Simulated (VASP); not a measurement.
# Al (Cmcm) in VASP: a series of runs

The runs below take Al through single point, with r2SCAN.

Program: VASP 6.6.1. These are calculated values, not measurements. Logs are shortened: lines on timing, memory, paths and dates and some standing lists are left out, and cuts for length are marked.

### 1 The cell of the first run

Symmetry: Cmcm, No. 63, orthorhombic system. The conventional cell has a = 3.523 Å, b = 6.159 Å, c = 3.617 Å, α = 90.00°, β = 90.00°, γ = 90.00°. Within 3.6 Å of Al (site symmetry m2m) lie 12 Al at 2.73 to 3.55 Å.

### 2 Single point, r2SCAN

Contents of POSCAR:

```
Al
1.0
    1.7613701800     -3.0795067875      0.0000000000
    1.7613701800      3.0795067875      0.0000000000
    0.0000000000      0.0000000000      3.6165614830
Al
2
Direct
    0.8338650599      0.1661349401      0.2500000000
    0.1661349401      0.8338650599      0.7500000000
```

Contents of INCAR.step1:

```
SYSTEM = Al
  ALGO = Normal
  EDIFF = 1E-4
  ENCUT = 520
  GGA = PE
  ISMEAR = 0
  LASPH = .TRUE.
  LCHARG = .FALSE.
  LREAL = .FALSE.
  LWAVE = .TRUE.
  NBANDS = 10
  NELM = 60
  PREC = Accurate
  SIGMA = 0.1
```

Contents of INCAR.step2:

```
SYSTEM = Al
  ALGO = Normal
  EDIFF = 1E-6
  ENCUT = 520
  ISIF = 2
  ISMEAR = 0
  ISTART = 1
  LASPH = .TRUE.
  LCHARG = .FALSE.
  LMIXTAU = .TRUE.
  LREAL = .FALSE.
  LWAVE = .FALSE.
  METAGGA = R2SCAN
  NBANDS = 10
  NELM = 60
  PREC = Accurate
  SIGMA = 0.1
```

Contents of KPOINTS:

```
k-points
0
G
  4 4 4
  0 0 0
```

Potentials or basis: VASP PAW PBE potentials, release 64 (Al).

Launch:

```bash
$ cat potpaw_PBE.64/Al/POTCAR > POTCAR
$ cp INCAR.step1 INCAR
$ mpirun -np 1 vasp_std > vasp.out
$ cp INCAR.step2 INCAR
$ mpirun -np 1 vasp_std > vasp.out
```

OUTCAR:

```text
SYSTEM = Al
   EDIFF = 1E-6
   ENCUT = 520
   ISIF = 2
   ISMEAR = 0
   ISTART = 1
   LASPH = .TRUE.
   LREAL = .FALSE.
   METAGGA = R2SCAN
   NELM = 60
   PREC = Accurate

 ion  position               nearest neighbor table
   1  0.834  0.166  0.250-   2 2.73   2 2.73   2 2.73   2 2.73   2 2.73   2 2.73
   2  0.166  0.834  0.750-   1 2.73   1 2.73   1 2.73   1 2.73   1 2.73   1 2.73

  LATTYP: Found a base centered orthorhombic cell.
 ALAT       =     3.5227403600
 B/A-ratio  =     1.7483586485
 C/A-ratio  =     1.0266329940

  Lattice vectors:

 A1 = (   1.7613701800,  -3.0795067875,   0.0000000000)
 A2 = (   1.7613701800,   3.0795067875,   0.0000000000)
 A3 = (   0.0000000000,   0.0000000000,   3.6165614830)

Analysis of symmetry for initial positions (statically):
=====================================================================
 Subroutine PRICEL returns:
 Original cell was already a primitive cell.

 Routine SETGRP: Setting up the symmetry group for a
 base centered orthorhombic supercell.

 Subroutine GETGRP returns: Found  8 space group operations
 (whereof  4 operations were pure point group operations)
 out of a pool of  8 trial point group operations.

The static configuration has the point symmetry C_2h.
 The point group associated with its full space group is D_2h.

Analysis of symmetry for dynamics (positions and initial velocities):
=====================================================================
 Subroutine PRICEL returns:
 Original cell was already a primitive cell.

 Routine SETGRP: Setting up the symmetry group for a
 base centered orthorhombic supercell.

 Subroutine GETGRP returns: Found  8 space group operations
 (whereof  4 operations were pure point group operations)
 out of a pool of  8 trial point group operations.

The dynamic configuration has the point symmetry C_2h.
 The point group associated with its full space group is D_2h.

 Subroutine INISYM returns: Found  8 space group operations
 (whereof  4 operations are pure point group operations),
 and found     1 'primitive' translations

----------------------------------------------------------------------------------------

                                     Primitive cell

  volume of cell :      39.2336

  direct lattice vectors                    reciprocal lattice vectors
     1.761370180 -3.079506788  0.000000000     0.283869913 -0.162363662  0.000000000
     1.761370180  3.079506788  0.000000000     0.283869913  0.162363662  0.000000000
     0.000000000  0.000000000  3.616561483     0.000000000  0.000000000  0.276505737

  length of vectors
     3.547645270  3.547645270  3.616561483     0.327023067  0.327023067  0.276505737

  position of ions in fractional coordinates (direct lattice)
     0.833865060  0.166134940  0.250000000
     0.166134940  0.833865060  0.750000000

  ion indices of the primitive-cell ions
   primitive index   ion index
                 1           1
                 2           2

----------------------------------------------------------------------------------------

 KPOINTS: k-points

Automatic generation of k-mesh.
 Grid dimensions read from file:
 generate k-points for:    4    4    4

 Generating k-lattice:

  Cartesian coordinates                     Fractional coordinates (reciprocal lattice)
     0.070967478 -0.040590916  0.000000000     0.250000000  0.000000000  0.000000000
     0.070967478  0.040590916  0.000000000     0.000000000  0.250000000  0.000000000
     0.000000000  0.000000000  0.069126434     0.000000000  0.000000000  0.250000000

  Length of vectors
     0.081755767  0.081755767  0.069126434

  Shift w.r.t. Gamma in fractional coordinates (k-lattice)
     0.000000000  0.000000000  0.000000000

 Subroutine IBZKPT returns following result:
 ===========================================

 Found     21 irreducible k-points:

 Following reciprocal coordinates:
            Coordinates               Weight
  0.000000  0.000000  0.000000      1.000000
  0.250000  0.000000  0.000000      4.000000
  0.500000  0.000000  0.000000      2.000000
  0.250000  0.250000  0.000000      2.000000
  0.500000  0.250000  0.000000      4.000000
 -0.250000  0.250000  0.000000      2.000000
[... 13 lines left out ...]
 -0.250000  0.250000  0.500000      2.000000
  0.500000  0.500000  0.500000      1.000000
   k-points           NKPTS =     21   k-points in BZ     NKDIM =     21   number of bands    NBANDS=     10
   number of dos      NEDOS =    301   number of ions     NIONS =      2
   total plane-waves  NPLWV =  21952
   dimension x,y,z NGX =    28 NGY =   28 NGZ =   28
   dimension x,y,z NGXF=    56 NGYF=   56 NGZF=   56
   ions per type =               2
   NGX,Y,Z   is equivalent  to a cutoff of  13.12, 13.12, 12.87 a.u.
   NGXF,Y,Z  is equivalent  to a cutoff of  26.24, 26.24, 25.74 a.u.
 SYSTEM =  Al
   PREC   = accura    normal or accurate (medium, high low for compatibility)
   ISTART =      1    job   : 0-new  1-cont  2-samecut
   ICHARG =      0    charge: 1-file 2-atom 10-const
   ISPIN  =      1    spin polarized calculation?
   LNONCOLLINEAR =      F non collinear calculations
   LSORBIT =      F    spin-orbit coupling
   LASPH  =      T    aspherical Exc in radial PAW
   ENCUT  =  520.0 eV  38.22 Ry    6.18 a.u.   6.60  6.60  6.72*2*pi/ulx,y,z
   NELM   =     60;   NELMIN=  2; NELMDL=  0     # of ELM steps
   EDIFF  = 0.1E-05   stopping-criterion for ELM
   LREAL  =      F    real-space projection
   EDIFFG = 0.1E-04   stopping-criterion for IOM
   NSW    =      0    number of steps for IOM
   IBRION =     -1    ionic relax: 0-MD 1-quasi-New 2-CG
   NFREE  =      0    steps in history (QN), initial steepest desc. (CG)
   ISIF   =      2    stress and relaxation
   ISYM   =      2    0-nonsym 1-usesym 2-fastsym
   POTIM  = 0.5000    time-step for ionic-motion
   TEBEG  =    0.0;   TEEND  =   0.0 temperature during run
   PSTRESS=    0.0 pullay stress
   NELECT =       6.0000    total number of electrons
   NUPDOWN=      -1.0000    fix difference up-down
   EMIN   =  10.00;   EMAX   =-10.00  energy-range for DOS
   EFERMI =   0.00;   METHOD = LEGACY
   ISMEAR =     0;   SIGMA  =   0.10  broadening in eV -4-tet -1-fermi 0-gaus
   EFERMI_NEDOS =   21; number of points for ismear=-14 and -15
   IALGO  =     38    algorithm
   IMIX   =      4    mixing-type and parameters
     AMIX     =   0.40;   BMIX     =  1.00
     AMIX_MAG =   1.60;   BMIX_MAG =  1.00
  volume/ion in A,a.u.               =      19.62       132.38
  Fermi-wavevector in a.u.,A,eV,Ry     =   0.875466  1.654391 10.428063  0.766441
  Thomas-Fermi vector in A             =   1.995141
   LORBIT       =      0    0 simple, 1 ext, 2 COOP (PROOUT), +10 PAW based schemes
   METAGGA = R2SCAN    functional components
   LHFCALC =     F    Hartree Fock is set to
   AEXX    =    0.0000 exact exchange contribution
   IVDW    =     0    specifies the selected vdW correction
   LEPSILON=     F    determine dielectric tensor
   LRPA    =     F    only Hartree local field effects (RPA)
 non-spin polarized calculation
 Gauss-broadening in eV      SIGMA  =   0.10
  energy-cutoff  :      520.00
  volume of cell :       39.23
 maximum number of plane-waves:      1075
 NGX is ok and might be reduce to    28
   NGX = 13   NGY = 13   NGZ = 13

 number of electron       6.0000000 magnetization

 Free energy of the ion-electron system (eV)
  ---------------------------------------------------
  ext. energy  EPLUGINS =         0.00000000
  ---------------------------------------------------
  free energy    TOTEN  =       -12.82048917 eV

  energy without entropy =      -12.81733353  energy(sigma->0) =      -12.81891135

 E-fermi :   5.6464     XC(G=0): -10.1064

 val. band max:        5.5927888349   @ k =   0.5000   0.0000   0.2500
 cond. band min:       6.2503547513   @ k =   0.0000   0.0000   0.0000
 fundamental gap:      0.6575659164
 Fermi energy:         5.6463808590

 k-point     1 :       0.0000    0.0000    0.0000
  band No.  band energies     occupation
      1      -4.4239      2.00000
      2       6.2504      0.00000
      3       8.2797      0.00000
      4       9.6671      0.00000
      5       9.8101      0.00000
      6      11.7756      0.00000
      7      11.9214      0.00000
      8      13.5107      0.00000
      9      16.0487      0.00000
     10      19.1665      0.00000

 k-point     2 :       0.2500    0.0000    0.0000
  band No.  band energies     occupation
      1      -3.3979      2.00000
      2       4.6679      2.00000
      3       7.1569      0.00000
      4       7.7296      0.00000
      5       9.2352      0.00000
      6      10.4005      0.00000
      7      14.5449      0.00000
      8      15.6105      0.00000
      9      17.0312      0.00000
     10      17.6291      0.00000

 k-point     3 :       0.5000    0.0000    0.0000
  band No.  band energies     occupation
      1      -0.8616      2.00000
      2       0.2970      2.00000
      3       6.8187      0.00000
      4       8.9858      0.00000
      5       9.2713      0.00000
      6      10.7397      0.00000
      7      12.4396      0.00000
      8      12.8157      0.00000
      9      16.7351      0.00000
     10      18.4751      0.00000

 k-point     4 :       0.2500    0.2500    0.0000
  band No.  band energies     occupation
      1      -1.3929      2.00000
      2       2.1494      2.00000
      3       3.5616      2.00000
      4       8.9082      0.00000
      5      11.5093      0.00000
      6      11.9957      0.00000
      7      14.3207      0.00000
      8      14.3365      0.00000
      9      15.1173      0.00000
     10      15.1835      0.00000

 k-point     5 :       0.5000    0.2500    0.0000
  band No.  band energies     occupation
      1      -1.4353      2.00000
      2       2.1689      2.00000
      3       3.5722      2.00000
      4       8.8708      0.00000
      5      11.4601      0.00000
      6      12.0116      0.00000
      7      14.3351      0.00000
      8      14.4869      0.00000
      9      15.1965      0.00000
     10      15.3099      0.00000

 k-point     6 :      -0.2500    0.2500    0.0000
  band No.  band energies     occupation
      1      -3.4128      2.00000
      2       4.5612      2.00000
      3       7.1434      0.00000
      4       7.8788      0.00000
      5       9.2256      0.00000
      6      10.5162      0.00000
      7      14.4592      0.00000
      8      15.6531      0.00000
      9      16.9084      0.00000
     10      17.8732      0.00000
[... 144 lines left out ...]
 k-point    18 :       0.2500    0.2500    0.5000
  band No.  band energies     occupation
      1       1.5200      2.00000
      2       1.5200      2.00000
      3       5.0500      2.00000
      4       5.0500      2.00000
      5       6.4270      0.00000
      6       6.4270      0.00000
      7      16.8099      0.00000
      8      16.8099      0.00000
      9      18.2084      0.00000
     10      18.2084      0.00000

 k-point    19 :       0.5000    0.2500    0.5000
  band No.  band energies     occupation
      1       1.4792      2.00000
      2       1.4792      2.00000
      3       5.0637      2.00000
      4       5.0637      2.00000
      5       6.4424      0.00000
      6       6.4424      0.00000
      7      16.9847      0.00000
      8      16.9847      0.00000
      9      18.3305      0.00000
     10      18.3305      0.00000

 k-point    20 :      -0.2500    0.2500    0.5000
  band No.  band energies     occupation
      1      -0.4504      2.00000
      2      -0.4504      2.00000
      3       7.4099      0.00000
      4       7.4099      0.00000
      5      10.5712      0.00000
      6      10.5712      0.00000
      7      13.1239      0.00000
      8      13.1239      0.00000
      9      18.5044      0.00000
     10      18.5044      0.00000

 k-point    21 :       0.5000    0.5000    0.5000
  band No.  band energies     occupation
      1       1.9602      2.00000
      2       1.9602      2.00000
      3       3.2009      2.00000
      4       3.2009      2.00000
      5       9.6807      0.00000
      6       9.6807      0.00000
      7      12.2141      0.00000
      8      12.2141      0.00000
      9      23.4562      0.00000
     10      23.4610      0.00000

------------------------ aborting loop because EDIFF is reached ----------------------------------------

  FORCE on cell =-STRESS in cart. coord.  units (eV):
  Direction    XX          YY          ZZ          XY          YZ          ZX
  --------------------------------------------------------------------------------------
  -------------------------------------------------------------------------------------
  Total        0.0010692     -0.0184607     -0.1064106      0.0000000      0.0000000      0.0000000
  in kB        0.0436645     -0.7538765     -4.3454819      0.0000000      0.0000000      0.0000000
  external PRESSURE =      -1.6852313 kB  Pullay stress =       0.0000000 kB

 VOLUME and BASIS-vectors are now :
 -----------------------------------------------------------------------------
  energy-cutoff  :      520.00
  volume of cell :       39.23
      direct lattice vectors                 reciprocal lattice vectors
     1.761370180 -3.079506788  0.000000000     0.283869913 -0.162363662  0.000000000
     1.761370180  3.079506788  0.000000000     0.283869913  0.162363662  0.000000000
     0.000000000  0.000000000  3.616561483     0.000000000  0.000000000  0.276505737

 POSITION                                       TOTAL-FORCE (eV/Angst)
 -----------------------------------------------------------------------------------
      1.76137     -2.05628      0.90414         0.000000      0.004649      0.000000
      1.76137      2.05628      2.71242         0.000000     -0.004649     -0.000000
 -----------------------------------------------------------------------------------
    total drift:                               -0.000000      0.000000      0.000000

  FREE ENERGIE OF THE ION-ELECTRON SYSTEM (eV)
  ---------------------------------------------------
  free  energy   TOTEN  =       -12.8204891728 eV

  energy  without entropy=      -12.8173335291  energy(sigma->0) =      -12.81891135
```

Wall time 12 s (1 thread of Intel Xeon 6975P-C (Granite Rapids), shared host); peak memory 0.15 GiB.

Results:

```yaml
Free_energy: -12.8205 eV
Pressure: -0.2 GPa
Largest_force: 0.005 eV/Å
Band_gap_on_the_k_mesh: zero (band 3 reaches 12.28 eV, above the bottom of band 4 at 3.20 eV)
```

Forces in eV/Å, atoms in the order of the input:
```
Al   0.000  0.005  0.000
Al   0.000 -0.005  0.000
```

Levels at points of the mesh, in eV from the Fermi level:
```
           k point  band 1  band 2  band 3  band 4  band 5  band 6  band 7  band 8
(0.00, 0.00, 0.00)  -10.07    0.60    2.63    4.02    4.16    6.13    6.28    7.86
(0.50, 0.00, 0.00)   -6.51   -5.35    1.17    3.34    3.62    5.09    6.79    7.17
(0.50, 0.50, 0.00)   -6.57   -5.39    1.34    3.47    3.57    5.06    6.74    7.12
(0.00, 0.00, 0.50)   -7.09   -7.09    6.64    6.64    6.77    6.77    9.03    9.03
(0.50, 0.00, 0.50)   -3.63   -3.63   -2.40   -2.40    3.88    3.88    6.41    6.41
(0.50, 0.50, 0.50)   -3.69   -3.69   -2.45   -2.45    4.03    4.03    6.57    6.57
```

Caveat: the k points lie up to 0.51 Å⁻¹ apart; the PAW data sets were made with another functional, which shifts forces and pressure a little.

### 3 Single point, r2SCAN

This run uses another cell than the first one, of 16.00 Å³/atom, 0.816 times its volume.

Contents of POSCAR:

```
Al
1.0
    1.4178217681     -2.4575772397      0.0000000000
    1.4178217681      2.4575772397      0.0000000000
    0.0000000000      0.0000000000      4.5928111077
Al
2
Direct
    0.8333142487      0.1666857513      0.2500000000
    0.1666857513      0.8333142487      0.7500000000
```

Contents of INCAR.step1:

```
PREC = Accurate
ENCUT = 520
ISMEAR = 0
SIGMA = 0.1
LREAL = False
LASPH = True
NELM = 60
NBANDS = 10
GGA = PE
ALGO = Normal
EDIFF = 1E-4
LWAVE = True
LCHARG = False
```

Contents of INCAR.step2:

```
PREC = Accurate
ENCUT = 520
EDIFF = 1E-7
ISMEAR = 0
SIGMA = 0.1
LREAL = False
LASPH = True
NELM = 60
ALGO = Normal
ISIF = 2
LWAVE = False
LCHARG = False
METAGGA = R2SCAN
LMIXTAU = True
NBANDS = 10
ISTART = 1
```

Contents of KPOINTS:

```
regular mesh
0
Gamma
  12 12 10
```

Potentials or basis: VASP PAW PBE potentials, release 64 (Al).

Launch:

```bash
$ cat potpaw_PBE.64/Al/POTCAR > POTCAR
$ cp INCAR.step1 INCAR
$ mpirun -np 1 vasp_std > vasp.out
$ cp INCAR.step2 INCAR
$ mpirun -np 1 vasp_std > vasp.out
```

Run time: 83 s. Hardware: 1 thread of Intel Xeon 6975P-C (Granite Rapids), shared host; peak memory 0.2 GiB.

Results (log left out):

```yaml
Free_energy: -13.3977 eV
Pressure: -0.3 GPa
Band_gap_on_the_k_mesh: zero (band 3 reaches 12.89 eV, above the bottom of band 4 at 4.93 eV)
```

Stress tensor (GPa, compression positive):
```
-0.33  0.00  0.00
 0.00 -0.35  0.00
 0.00  0.00 -0.27
```

Levels at points of the mesh, in eV from the Fermi level:
```csv
k point,band 1,band 2,band 3,band 4,band 5,band 6,band 7
"(0.00, 0.00, 0.00)",-12.14,-5.15,-4.54,11.36,11.38,11.62,11.65
"(0.50, 0.00, 0.00)",-5.80,-5.76,0.55,1.36,1.36,2.04,5.97
"(0.50, 0.50, 0.00)",-5.81,-5.76,0.54,1.35,1.36,2.04,5.99
"(0.00, 0.00, 0.50)",-10.28,-10.28,3.83,3.83,12.53,12.53,12.55
"(0.50, 0.00, 0.50)",-4.42,-4.42,-3.47,-3.47,7.55,7.55,7.97
"(0.50, 0.50, 0.50)",-4.43,-4.43,-3.48,-3.48,7.57,7.57,7.98
```

Caveat: the PAW data sets were made with another functional, which shifts forces and pressure a little.
